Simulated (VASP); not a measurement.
# NaAl5O2 (P-3m1) in VASP: notebook

NaAl5O2 is run at these levels: PBE; tasks: single point, relaxation of cell and atoms.

Program: VASP 6.6.1. These are calculated values, not measurements. Logs are shortened: lines on timing, memory, paths and dates and some standing lists are left out, and cuts for length are marked.

**1. The cell of the first run**

The structure is trigonal, space group P-3m1 (No. 164). The conventional cell has a = 2.898 Å, b = 2.898 Å, c = 29.130 Å, α = 90.00°, β = 90.00°, γ = 120.00°. Na (site symmetry 3m) has 6 O at 2.36 to 2.37 Å and 6 Na at 2.90 Å within 3.1 Å. Within 2.6 Å of Al (site symmetry 3m) lie 3 O at 1.98 Å. Within 2.6 Å of Al (site symmetry -3m) lie 6 O at 1.96 Å. Al (site symmetry 3m) has 12 Al at 2.82 to 2.90 Å and 1 O at 3.34 Å within 3.7 Å. Within 3.7 Å of Al (site symmetry 3m) lie 12 Al at 2.84 to 2.90 Å. Al (site symmetry -3m) has 12 Al at 2.84 to 2.90 Å within 3.7 Å. Al (site symmetry 3m) has 12 Al at 2.82 to 2.90 Å within 3.7 Å. O (site symmetry 3m) has 3 Al at 1.98 Å and 3 Na at 2.37 Å within 2.6 Å.

**2. Single point, PBE**

File INCAR:

```
SYSTEM = NaAl5O2
PREC = Accurate
ENCUT = 520
EDIFF = 1E-7
ISMEAR = 0
SIGMA = 0.2
LREAL = Auto
LASPH = .TRUE.
NELM = 100
ALGO = Normal
ISIF = 2
LWAVE = .FALSE.
LCHARG = .FALSE.
GGA = PE
NBANDS = 48
```

File KPOINTS:

```
regular mesh
0
G
  12 12 1
  0 0 0
```

File POSCAR:

```
NaAl5O2
1.0
    2.8984699848      0.0000000000      0.0000000000
   -1.4492349924      2.5101486389      0.0000000000
    0.0000000000      0.0000000000     29.1303685557
Na Al O
2 10 4
Direct
    0.6666666667      0.3333333333      0.0920224779
    0.3333333333      0.6666666667      0.9079775221
    0.3333333333      0.6666666667      0.1859592953
    0.0000000000      1.0000000000      0.0000000000
    0.6666666667      0.3333333333      0.8140407047
    0.0000000000      0.0000000000      0.2643067323
    0.0000000000      0.0000000000      0.7356932677
    0.6666666667      0.3333333333      0.5786109836
    0.0000000000      0.0000000000      0.5000000000
    0.3333333333      0.6666666667      0.4213890164
    0.6666666667      0.3333333333      0.3420529962
    0.3333333333      0.6666666667      0.6579470038
    0.0000000000      0.0000000000      0.1496673183
    0.3333333333      0.6666666667      0.0347380490
    0.6666666667      0.3333333333      0.9652619510
    0.0000000000      0.0000000000      0.8503326817
```

Potentials or basis: VASP PAW PBE potentials, release 64 (Na_pv, Al, O).

On the command line:

```console
$ cat potpaw_PBE.64/Na_pv/POTCAR potpaw_PBE.64/Al/POTCAR potpaw_PBE.64/O/POTCAR > POTCAR
$ mpirun -np 1 vasp_std > vasp.out
```

OUTCAR:

```text
SYSTEM = NaAl5O2
   PREC = Accurate
   ENCUT = 520
   EDIFF = 1E-7
   ISMEAR = 0
   LREAL = Auto
   LASPH = .TRUE.
   NELM = 100
   ISIF = 2
   GGA = PE

 ion  position               nearest neighbor table
   1  0.667  0.333  0.092-  14 2.36  14 2.36  14 2.36  13 2.37  13 2.37  13 2.37
   2  0.333  0.667  0.908-  15 2.36  15 2.36  15 2.36  16 2.37  16 2.37  16 2.37
   3  0.333  0.667  0.186-  13 1.98  13 1.98  13 1.98   6 2.83   6 2.83   6 2.83
   4  0.000  0.000  0.000-  14 1.96  15 1.96  14 1.96  15 1.96  15 1.96  14 1.96
   5  0.667  0.333  0.814-  16 1.98  16 1.98  16 1.98   7 2.83   7 2.83   7 2.83
   6  0.000  0.000  0.264-  11 2.82  11 2.82  11 2.82   3 2.83   3 2.83   3 2.83
[... 8 lines left out ...]
  15  0.667  0.333  0.965-   4 1.96   4 1.96   4 1.96   2 2.36   2 2.36   2 2.36
  16  0.000  0.000  0.850-   5 1.98   5 1.98   5 1.98   2 2.37   2 2.37   2 2.37

  LATTYP: Found a hexagonal cell.
 ALAT       =     2.8984699848
 C/A-ratio  =    10.0502571041

  Lattice vectors:

 A1 = (   2.8984699848,   0.0000000000,   0.0000000000)
 A2 = (  -1.4492349924,   2.5101486389,   0.0000000000)
 A3 = (   0.0000000000,   0.0000000000,  29.1303685557)

Analysis of symmetry for initial positions (statically):
=====================================================================
 Subroutine PRICEL returns:
 Original cell was already a primitive cell.

 Routine SETGRP: Setting up the symmetry group for a
 hexagonal supercell.

 Subroutine GETGRP returns: Found 12 space group operations
 (whereof 12 operations were pure point group operations)
 out of a pool of 24 trial point group operations.

The static configuration has the point symmetry D_3d.

Analysis of symmetry for dynamics (positions and initial velocities):
=====================================================================
 Subroutine PRICEL returns:
 Original cell was already a primitive cell.

 Routine SETGRP: Setting up the symmetry group for a
 hexagonal supercell.

 Subroutine GETGRP returns: Found 12 space group operations
 (whereof 12 operations were pure point group operations)
 out of a pool of 24 trial point group operations.

The dynamic configuration has the point symmetry D_3d.

 Subroutine INISYM returns: Found 12 space group operations
 (whereof 12 operations are pure point group operations),
 and found     1 'primitive' translations

----------------------------------------------------------------------------------------
[... 121 lines left out ...]
   ISIF   =      2    stress and relaxation
   ISYM   =      2    0-nonsym 1-usesym 2-fastsym
   POTIM  = 0.5000    time-step for ionic-motion
   TEBEG  =    0.0;   TEEND  =   0.0 temperature during run
   PSTRESS=    0.0 pullay stress
   NELECT =      68.0000    total number of electrons
   NUPDOWN=      -1.0000    fix difference up-down
   EMIN   =  10.00;   EMAX   =-10.00  energy-range for DOS
   EFERMI =   0.00;   METHOD = LEGACY
   ISMEAR =     0;   SIGMA  =   0.20  broadening in eV -4-tet -1-fermi 0-gaus
   EFERMI_NEDOS =   21; number of points for ismear=-14 and -15
   IALGO  =     38    algorithm
   IMIX   =      4    mixing-type and parameters
     AMIX     =   0.40;   BMIX     =  1.00
     AMIX_MAG =   1.60;   BMIX_MAG =  1.00
  volume/ion in A,a.u.               =      13.25        89.39
  Fermi-wavevector in a.u.,A,eV,Ry     =   1.120744  2.117899 17.089828  1.256067
  Thomas-Fermi vector in A             =   2.257393
   LORBIT       =      0    0 simple, 1 ext, 2 COOP (PROOUT), +10 PAW based schemes
   GGA     = PE    functional components
   LHFCALC =     F    Hartree Fock is set to
   AEXX    =    0.0000 exact exchange contribution
   IVDW    =     0    specifies the selected vdW correction
   LEPSILON=     F    determine dielectric tensor
   LRPA    =     F    only Hartree local field effects (RPA)
 non-spin polarized calculation
 Gauss-broadening in eV      SIGMA  =   0.20
  energy-cutoff  :      520.00
  volume of cell :      211.94
 maximum number of plane-waves:      5809
 NGX is ok and might be reduce to    24
   NGX = 11   NGY = 11   NGZ =109

 number of electron      67.9999978 magnetization

 Free energy of the ion-electron system (eV)
  ---------------------------------------------------
  ext. energy  EPLUGINS =         0.00000000
  ---------------------------------------------------
  free energy    TOTEN  =       -78.58901702 eV

  energy without entropy =      -78.52800356  energy(sigma->0) =      -78.55851029

 E-fermi :   7.9905     XC(G=0): -10.4109

 val. band max:        7.9380985141   @ k =   0.3333  -0.0000   0.0000
 cond. band min:       8.0087282806   @ k =   0.3333   0.3333   0.0000
 fundamental gap:      0.0706297665
 Fermi energy:         7.9904802885

 k-point     1 :       0.0000    0.0000    0.0000
  band No.  band energies     occupation
      1     -17.5176      2.00000
      2     -17.5013      2.00000
      3     -17.3488      2.00000
      4     -17.3488      2.00000
      5     -17.3488      2.00000
      6     -17.3488      2.00000
[... 920 lines left out ...]
     45      10.0755      0.00000
     46      10.4355      0.00000
 [bands above 46 left out]

------------------------ aborting loop because EDIFF is reached ----------------------------------------

  FORCE on cell =-STRESS in cart. coord.  units (eV):
  Direction    XX          YY          ZZ          XY          YZ          ZX
  --------------------------------------------------------------------------------------
  -------------------------------------------------------------------------------------
  Total       -0.0692141     -0.0692141      0.1702453      0.0000000      0.0000000      0.0000000
  in kB       -0.5232279     -0.5232279      1.2869793      0.0000000      0.0000000      0.0000000
  external PRESSURE =       0.0801745 kB  Pullay stress =       0.0000000 kB

 VOLUME and BASIS-vectors are now :
 -----------------------------------------------------------------------------
  energy-cutoff  :      520.00
  volume of cell :      211.94
      direct lattice vectors                 reciprocal lattice vectors
     2.898469985  0.000000000  0.000000000     0.345009610  0.199191391  0.000000000
    -1.449234992  2.510148639  0.000000000     0.000000000  0.398382783  0.000000000
     0.000000000  0.000000000 29.130368556     0.000000000  0.000000000  0.034328436

 POSITION                                       TOTAL-FORCE (eV/Angst)
 -----------------------------------------------------------------------------------
      1.44923      0.83672      2.68065         0.000000     -0.000000      0.002161
     -0.00000      1.67343     26.44972        -0.000000      0.000000     -0.002161
     -0.00000      1.67343      5.41706         0.000000      0.000000     -0.023050
      0.00000      0.00000      0.00000         0.000000      0.000000      0.000000
      1.44923      0.83672     23.71331        -0.000000     -0.000000      0.023050
      0.00000      0.00000      7.69935        -0.000000      0.000000     -0.001488
[... 8 lines left out ...]
      1.44923      0.83672     28.11844         0.000000      0.000000      0.011043
      0.00000      0.00000     24.77050         0.000000      0.000000     -0.019430
 -----------------------------------------------------------------------------------
    total drift:                                0.000000      0.000000      0.000000

  FREE ENERGIE OF THE ION-ELECTRON SYSTEM (eV)
  ---------------------------------------------------
  free  energy   TOTEN  =       -78.5890170237 eV

  energy  without entropy=      -78.5280035552  energy(sigma->0) =      -78.55851029
```

OSZICAR:

```text
N       E                     dE             d eps       ncg     rms          rms(c)
DAV:   1     0.449244261824E+03    0.44924E+03   -0.29675E+04  1832   0.133E+03
DAV:   2    -0.254208617811E+02   -0.47467E+03   -0.44335E+03  2008   0.310E+02
DAV:   3    -0.828735549715E+02   -0.57453E+02   -0.56104E+02  2200   0.114E+02
DAV:   4    -0.849730908164E+02   -0.20995E+01   -0.20860E+01  2224   0.228E+01
[... 10 lines left out ...]
DAV:  15    -0.785890170512E+02    0.91771E-05   -0.63414E-05  2328   0.316E-02    0.910E-03
DAV:  16    -0.785890175295E+02   -0.47828E-06   -0.47701E-06  2208   0.102E-02    0.571E-03
DAV:  17    -0.785890168812E+02    0.64832E-06   -0.24108E-06  2232   0.599E-03    0.121E-03
DAV:  18    -0.785890169941E+02   -0.11297E-06   -0.17505E-07  1592   0.200E-03    0.558E-04
DAV:  19    -0.785890170237E+02   -0.29542E-07   -0.22733E-08  1320   0.971E-04
   1 F= -.78589017E+02 E0= -.78558510E+02  d E =-.610135E-01
```

stdout:

```text
POSCAR found type information on POSCAR NaAlO
 POSCAR found :  3 types and      16 ions
 scaLAPACK will be used
 LDA part: xc-table for (Slater+PW92), standard interpolation
 POSCAR, INCAR and KPOINTS ok, starting setup
 FFT: planning ... GRIDC
 FFT: planning ... GRID_SOFT
 FFT: planning ... GRID
 WAVECAR not read
 entering main loop
```

It took 2.7 min on 1 thread of Intel Xeon 6975P-C (Granite Rapids), shared host; peak memory 0.43 GiB.

What came out:

* Free energy: -78.5890 eV
* Pressure: 0.0 GPa
* Largest force: 0.027 eV/Å
* Band gap on the k mesh: zero (band 34 reaches 10.40 eV, above the bottom of band 35 at 6.52 eV)

Forces on the atoms (eV/Å):
```
Na   0.000  0.000  0.002
Na   0.000  0.000 -0.002
Al   0.000  0.000 -0.023
Al   0.000  0.000  0.000
Al   0.000  0.000  0.023
Al   0.000  0.000 -0.001
Al   0.000  0.000  0.001
Al   0.000  0.000  0.017
Al   0.000  0.000  0.000
Al   0.000  0.000 -0.017
Al   0.000  0.000  0.027
Al   0.000  0.000 -0.027
O    0.000  0.000  0.019
O    0.000  0.000 -0.011
O    0.000  0.000  0.011
O    0.000  0.000 -0.019
```

Stress tensor (GPa, compression positive):
```
-0.05  0.00  0.00
 0.00 -0.05  0.00
 0.00  0.00  0.13
```

Levels at points of the mesh, in eV from the Fermi level:
| k point | band 31 | band 32 | band 33 | band 34 | band 35 | band 36 | band 37 | band 38 |
| --- | --- | --- | --- | --- | --- | --- | --- | --- |
| (0.00, 0.00, 0.00) | -2.95 | -1.46 | -0.16 | 1.20 | 1.30 | 2.75 | 3.09 | 3.98 |
| (0.50, 0.00, 0.00) | -3.19 | -2.71 | -2.00 | -1.80 | -0.97 | -0.68 | 0.19 | 0.52 |

[end of part 1 of 2]
